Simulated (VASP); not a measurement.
A run of VASP 6.6.1 is set up as follows.

Contents of INCAR:

```
PREC = Accurate
ENCUT = 520
EDIFF = 1E-6
ISMEAR = -1
SIGMA = 0.15
LREAL = F
LASPH = T
NELM = 80
ALGO = Normal
ISIF = 2
LWAVE = F
LCHARG = F
GGA = PS
NBANDS = 21
```

KPOINTS

```
regular mesh
0
Gamma
  12 12 12
```

The input POSCAR:

```
Sn
1.0
    0.0000000000      2.9851148109      2.9851148109
    2.9851148109      0.0000000000      2.9851148109
    2.9851148109      2.9851148109      0.0000000000
Sn
2
Direct
    0.5000000000      0.5000000000      0.5000000000
    0.7500000000      0.7500000000      0.7500000000
```

Potentials or basis: VASP PAW PBE potentials, release 64 (Sn_d).

Command:

```sh
$ cat potpaw_PBE.64/Sn_d/POTCAR > POTCAR
$ mpirun -np 1 vasp_std > vasp.out
```

Problem. Predict the pressure.

Solution. 21.9 GPa.

Caveat: the cell stands under pressure; the PAW data sets were made with another functional, which shifts forces and pressure a little.
